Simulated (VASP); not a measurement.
MnO:

```xyz
2
Lattice="2.9106 -1.6819 0.0000 2.9106 1.6819 0.0000 -1.9441 0.0000 2.7529" Properties=species:S:1:pos:R:3 pbc="T T T"
Mn    1.9384    0.0000    1.3783
O     3.8801    0.0000    0.6864
```

Base run:

| Item | Value |
| --- | --- |
| Program | VASP 6.6.1 |
| Functional | PBEsol |
| Potentials or basis | VASP PAW PBE potentials, release 64 (Mn_pv, O) |
| Cutoff | 520 eV |
| k mesh | 9 × 9 × 9 |
| Occupations | fermi-dirac, width 0.05 eV |
| Spin | collinear spin, ferromagnetic start |
| Starting moments | [4.0, 0.0] μB |

Its results: pressure -2.0 GPa; net moment 4.96 μB per cell; site moments Mn +4.38; O +0.19 μB.

Q: The run is repeated on the same cell with these changes: functional from PBEsol to LDA; potentials or basis from VASP PAW PBE potentials, release 64 (Mn_pv, O) to VASP PAW LDA potentials, release 64 (Mn_pv, O). What comes out?

A: Pressure -10.7 GPa; net moment 4.70 μB per cell; site moments Mn +4.18; O +0.18 μB.

Caveats: a cell with one magnetic atom can't hold antiferromagnetic order, which such compounds often take; the PAW data sets were made with another functional, which shifts forces and pressure a little (at least some runs); the cell stands under tension (at least some runs).
